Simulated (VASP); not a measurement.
# InP (I4/mmm) in VASP: single point with PBE

Aim: the single point of InP with PBE.

Everything below comes from runs of VASP 6.6.1. Logs are shortened: lines on timing, memory, paths and dates and some standing lists are left out, and cuts for length are marked.

## (1) The cell of the first run

The structure is tetragonal, space group I4/mmm (No. 139). The conventional cell has a = 3.966 Å, b = 3.966 Å, c = 4.972 Å, α = 90.00°, β = 90.00°, γ = 90.00°. In (site symmetry 4/mmm) has 6 P at 2.49 to 2.80 Å within 3.3 Å. P (site symmetry 4/mmm) has 6 In at 2.49 to 2.80 Å within 3.3 Å.

## (2) Single point, PBE (19.56 Å³/atom)

Contents of INCAR:

```
SYSTEM = InP
  ALGO = Normal
  EDIFF = 1E-6
  ENCUT = 520
  GGA = PE
  ISIF = 2
  ISMEAR = 0
  LASPH = .True.
  LCHARG = .False.
  LREAL = .False.
  LWAVE = .False.
  NBANDS = 16
  NELM = 100
  PREC = Accurate
  SIGMA = 0.15
```

Contents of KPOINTS:

```
k-points
0
Gamma
  20 20 20
  0 0 0
```

Contents of POSCAR:

```
InP
1.0
    0.0000000000      2.8047285122      2.4861113532
    2.8047285122      0.0000000000      2.4861113532
    2.8047285122      2.8047285122      0.0000000000
In P
1 1
Direct
    0.0000000000      0.0000000000      0.0000000000
    0.5000000000      0.5000000000      0.5000000000
```

Potentials or basis: VASP PAW PBE potentials, release 64 (In_d, P).

Run with:

```console
cat potpaw_PBE.64/In_d/POTCAR potpaw_PBE.64/P/POTCAR > POTCAR
mpirun -np 1 vasp_std > vasp.out
```

OUTCAR:

```text
SYSTEM = InP
   EDIFF = 1E-6
   ENCUT = 520
   GGA = PE
   ISIF = 2
   ISMEAR = 0
   LASPH = .True.
   LREAL = .False.
   NELM = 100
   PREC = Accurate

 ion  position               nearest neighbor table
   1  0.000  0.000  0.000-   2 2.49   2 2.49   2 2.80   2 2.80   2 2.80   2 2.80
   2  0.500  0.500  0.500-   1 2.49   1 2.49   1 2.80   1 2.80   1 2.80   1 2.80

  LATTYP: Found a body centered tetragonal cell.
 ALAT       =     3.9664851007
 C/A-ratio  =     1.2535589017

  Lattice vectors:

 A1 = (   0.0000000000,  -2.8047285122,  -2.4861113532)
 A2 = (   0.0000000000,   2.8047285122,  -2.4861113532)
 A3 = (   2.8047285122,   0.0000000000,   2.4861113532)

Analysis of symmetry for initial positions (statically):
=====================================================================
 Subroutine PRICEL returns:
 Original cell was already a primitive cell.

 Routine SETGRP: Setting up the symmetry group for a
 body centered tetragonal supercell.

 Subroutine GETGRP returns: Found 16 space group operations
 (whereof 16 operations were pure point group operations)
 out of a pool of 16 trial point group operations.

The static configuration has the point symmetry D_4h.

Analysis of symmetry for dynamics (positions and initial velocities):
=====================================================================
 Subroutine PRICEL returns:
 Original cell was already a primitive cell.

 Routine SETGRP: Setting up the symmetry group for a
 body centered tetragonal supercell.

 Subroutine GETGRP returns: Found 16 space group operations
 (whereof 16 operations were pure point group operations)
 out of a pool of 16 trial point group operations.

The dynamic configuration has the point symmetry D_4h.

 Subroutine INISYM returns: Found 16 space group operations
 (whereof 16 operations are pure point group operations),
 and found     1 'primitive' translations

----------------------------------------------------------------------------------------

                                     Primitive cell

  volume of cell :      39.1140

  direct lattice vectors                    reciprocal lattice vectors
     0.000000000  2.804728512  2.486111353    -0.178270374  0.178270374  0.201117299
     2.804728512  0.000000000  2.486111353     0.178270374 -0.178270374  0.201117299
     2.804728512  2.804728512  0.000000000     0.178270374  0.178270374 -0.201117299

  length of vectors
     3.747966340  3.747966340  3.966485101     0.322503985  0.322503985  0.322503985

  position of ions in fractional coordinates (direct lattice)
     0.000000000  0.000000000  0.000000000
     0.500000000  0.500000000  0.500000000

  ion indices of the primitive-cell ions
   primitive index   ion index
                 1           1
                 2           2

----------------------------------------------------------------------------------------

 KPOINTS: k-points

Automatic generation of k-mesh.
 Grid dimensions read from file:
 generate k-points for:   20   20   20

 Generating k-lattice:

  Cartesian coordinates                     Fractional coordinates (reciprocal lattice)
    -0.008913519  0.008913519  0.010055865     0.050000000  0.000000000  0.000000000
     0.008913519 -0.008913519  0.010055865     0.000000000  0.050000000  0.000000000
     0.008913519  0.008913519 -0.010055865     0.000000000  0.000000000  0.050000000

  Length of vectors
     0.016125199  0.016125199  0.016125199

  Shift w.r.t. Gamma in fractional coordinates (k-lattice)
     0.000000000  0.000000000  0.000000000

 Subroutine IBZKPT returns following result:
 ===========================================

 Found    641 irreducible k-points:

 Following reciprocal coordinates:
            Coordinates               Weight
  0.000000  0.000000  0.000000      1.000000
  0.050000 -0.000000  0.000000      8.000000
  0.100000 -0.000000  0.000000      8.000000
  0.150000 -0.000000  0.000000      8.000000
  0.200000 -0.000000  0.000000      8.000000
  0.250000  0.000000  0.000000      8.000000
[... 16 lines left out ...]
 -0.400000  0.050000  0.000000      8.000000
 -0.350000  0.050000  0.000000      8.000000
 [... further k-points ...]
   k-points           NKPTS =    641   k-points in BZ     NKDIM =    641   number of bands    NBANDS=     16
   number of dos      NEDOS =    301   number of ions     NIONS =      2
   total plane-waves  NPLWV =  23520
   dimension x,y,z NGX =    28 NGY =   28 NGZ =   30
   dimension x,y,z NGXF=    56 NGYF=   56 NGZF=   60
   ions per type =               1   1
   NGX,Y,Z   is equivalent  to a cutoff of  12.42, 12.42, 12.57 a.u.
   NGXF,Y,Z  is equivalent  to a cutoff of  24.84, 24.84, 25.15 a.u.
 SYSTEM =  InP
   PREC   = accura    normal or accurate (medium, high low for compatibility)
   ISTART =      0    job   : 0-new  1-cont  2-samecut
   ICHARG =      2    charge: 1-file 2-atom 10-const
   ISPIN  =      1    spin polarized calculation?
   LNONCOLLINEAR =      F non collinear calculations
   LSORBIT =      F    spin-orbit coupling
   LASPH  =      T    aspherical Exc in radial PAW
   ENCUT  =  520.0 eV  38.22 Ry    6.18 a.u.   6.97  6.97  7.38*2*pi/ulx,y,z
   NELM   =    100;   NELMIN=  2; NELMDL= -5     # of ELM steps
   EDIFF  = 0.1E-05   stopping-criterion for ELM
   LREAL  =      F    real-space projection
[... 7 lines left out ...]
   TEBEG  =    0.0;   TEEND  =   0.0 temperature during run
   PSTRESS=    0.0 pullay stress
   NELECT =      18.0000    total number of electrons
   NUPDOWN=      -1.0000    fix difference up-down
   EMIN   =  10.00;   EMAX   =-10.00  energy-range for DOS
   EFERMI =   0.00;   METHOD = LEGACY
   ISMEAR =     0;   SIGMA  =   0.15  broadening in eV -4-tet -1-fermi 0-gaus
   EFERMI_NEDOS =   21; number of points for ismear=-14 and -15
   IALGO  =     38    algorithm
   IMIX   =      4    mixing-type and parameters
     AMIX     =   0.40;   BMIX     =  1.00
     AMIX_MAG =   1.60;   BMIX_MAG =  1.00
  volume/ion in A,a.u.               =      19.56       131.98
  Fermi-wavevector in a.u.,A,eV,Ry     =   1.263926  2.388473 21.735423  1.597509
  Thomas-Fermi vector in A             =   2.397258
   LORBIT       =      0    0 simple, 1 ext, 2 COOP (PROOUT), +10 PAW based schemes
   GGA     = PE    functional components
   LHFCALC =     F    Hartree Fock is set to
   AEXX    =    0.0000 exact exchange contribution
   IVDW    =     0    specifies the selected vdW correction
   LEPSILON=     F    determine dielectric tensor
   LRPA    =     F    only Hartree local field effects (RPA)
 non-spin polarized calculation
 Gauss-broadening in eV      SIGMA  =   0.15
  energy-cutoff  :      520.00
  volume of cell :       39.11
 maximum number of plane-waves:      1078
   NGX = 13   NGY = 13   NGZ = 15

 number of electron      18.0000001 magnetization

 Free energy of the ion-electron system (eV)
  ---------------------------------------------------
  ext. energy  EPLUGINS =         0.00000000
  ---------------------------------------------------
  free energy    TOTEN  =        -7.63173055 eV

  energy without entropy =       -7.61987124  energy(sigma->0) =       -7.62580089

 E-fermi :   8.0956     XC(G=0): -10.7622

 val. band max:        8.0929518395   @ k =   0.4500   0.3000   0.0500
 cond. band min:       8.0966966065   @ k =   0.0500  -0.0000   0.0000
 fundamental gap:      0.0037447670
 Fermi energy:         8.0956276265

 k-point     1 :       0.0000    0.0000    0.0000
  band No.  band energies     occupation
      1      -6.4807      2.00000
      2      -6.3221      2.00000
      3      -6.3221      2.00000
      4      -6.2959      2.00000
      5      -6.2275      2.00000
      6      -4.5155      2.00000
[... 8 lines left out ...]
     15      15.8517      0.00000
     16      17.1715      0.00000

 k-point     2 :       0.0500   -0.0000    0.0000
  band No.  band energies     occupation
      1      -6.4798      2.00000
      2      -6.3210      2.00000
      3      -6.3204      2.00000
      4      -6.2958      2.00000
      5      -6.2272      2.00000
      6      -4.4847      2.00000
[... 8 lines left out ...]
     15      16.0837      0.00000
     16      17.6443      0.00000

 k-point     3 :       0.1000   -0.0000    0.0000
  band No.  band energies     occupation
      1      -6.4777      2.00000
      2      -6.3186      2.00000
      3      -6.3181      2.00000
      4      -6.2922      2.00000
      5      -6.2263      2.00000
      6      -4.3918      2.00000
[... 8 lines left out ...]
     15      16.0612      0.00000
     16      18.2732      0.00000

 k-point     4 :       0.1500   -0.0000    0.0000
  band No.  band energies     occupation
      1      -6.4759      2.00000
      2      -6.3227      2.00000
      3      -6.3140      2.00000
      4      -6.2797      2.00000
      5      -6.2243      2.00000
      6      -4.2362      2.00000
[... 8 lines left out ...]
     15      16.1053      0.00000
     16      17.9698      0.00000
[... 324 lines left out ...]
 k-point    22 :      -0.4500    0.0500    0.0000
  band No.  band energies     occupation
      1      -6.5090      2.00000
      2      -6.3728      2.00000
      3      -6.3125      2.00000
      4      -6.1872      2.00000
      5      -6.1656      2.00000
      6      -2.3006      2.00000
[... 8 lines left out ...]
     15      19.6948      0.00000
     16      19.8291      0.00000

 k-point    23 :      -0.4000    0.0500    0.0000
  band No.  band energies     occupation
      1      -6.5105      2.00000
      2      -6.3691      2.00000
      3      -6.3113      2.00000
      4      -6.1900      2.00000
      5      -6.1773      2.00000
      6      -2.5553      2.00000
[... 8 lines left out ...]
     15      18.9769      0.00000
     16      19.1892      0.00000

 k-point    24 :      -0.3500    0.0500    0.0000
  band No.  band energies     occupation
      1      -6.5098      2.00000
      2      -6.3624      2.00000
      3      -6.3097      2.00000
      4      -6.1952      2.00000
      5      -6.1949      2.00000
      6      -2.9025      2.00000
[... 8 lines left out ...]
     15      18.1983      0.00000
     16      18.6434      0.00000

 [... further k-points ...]

------------------------ aborting loop because EDIFF is reached ----------------------------------------

  FORCE on cell =-STRESS in cart. coord.  units (eV):
  Direction    XX          YY          ZZ          XY          YZ          ZX
  --------------------------------------------------------------------------------------
  -------------------------------------------------------------------------------------
  Total        0.5967494      0.5967494      6.3326476      0.0000000     -0.0000000      0.0000000
  in kB       24.4438917     24.4438917    259.3962354      0.0000000     -0.0000000      0.0000000
  external PRESSURE =     102.7613396 kB  Pullay stress =       0.0000000 kB

 VOLUME and BASIS-vectors are now :
 -----------------------------------------------------------------------------
  energy-cutoff  :      520.00
  volume of cell :       39.11
      direct lattice vectors                 reciprocal lattice vectors
     0.000000000  2.804728512  2.486111353    -0.178270374  0.178270374  0.201117299
     2.804728512  0.000000000  2.486111353     0.178270374 -0.178270374  0.201117299
     2.804728512  2.804728512  0.000000000     0.178270374  0.178270374 -0.201117299

 POSITION                                       TOTAL-FORCE (eV/Angst)
 -----------------------------------------------------------------------------------
      0.00000      0.00000      0.00000         0.000000      0.000000     -0.000000
      2.80473      2.80473      2.48611         0.000000      0.000000      0.000000
 -----------------------------------------------------------------------------------
    total drift:                               -0.000000      0.000000      0.000000

  FREE ENERGIE OF THE ION-ELECTRON SYSTEM (eV)
  ---------------------------------------------------
  free  energy   TOTEN  =        -7.6317305492 eV

  energy  without entropy=       -7.6198712362  energy(sigma->0) =       -7.62580089
```

It took 2.2 min on 1 thread of Intel Xeon 6975P-C (Granite Rapids), shared host; peak memory 0.48 GiB.

What came out:

```
Free energy            : -7.6317 eV
Pressure               : 10.3 GPa
Band gap on the k mesh : zero (bands 9 and 10 overlap by 3.39 eV)
```

Stress tensor (GPa, compression positive):
```
 2.44  0.00  0.00
 0.00  2.44  0.00
 0.00  0.00 25.94
```

Levels at points of the mesh, in eV from the Fermi level:
```tsv
k point	band 6	band 7	band 8	band 9	band 10	band 11	band 12	band 13
(0.00, 0.00, 0.00)	-12.61	-1.20	0.01	0.01	1.35	6.94	6.94	7.74
(0.50, 0.00, 0.00)	-10.38	-7.14	-0.15	0.35	2.11	2.81	4.52	6.26
(0.50, 0.50, 0.00)	-8.17	-5.45	-3.10	-3.04	-3.04	3.28	10.24	10.24
(0.50, 0.00, 0.50)	-9.35	-5.53	-3.14	-1.83	-1.69	3.97	8.88	10.43
```

Caveat: the cell stands under pressure; spin-orbit coupling is left out, which moves the levels of the heavy elements.
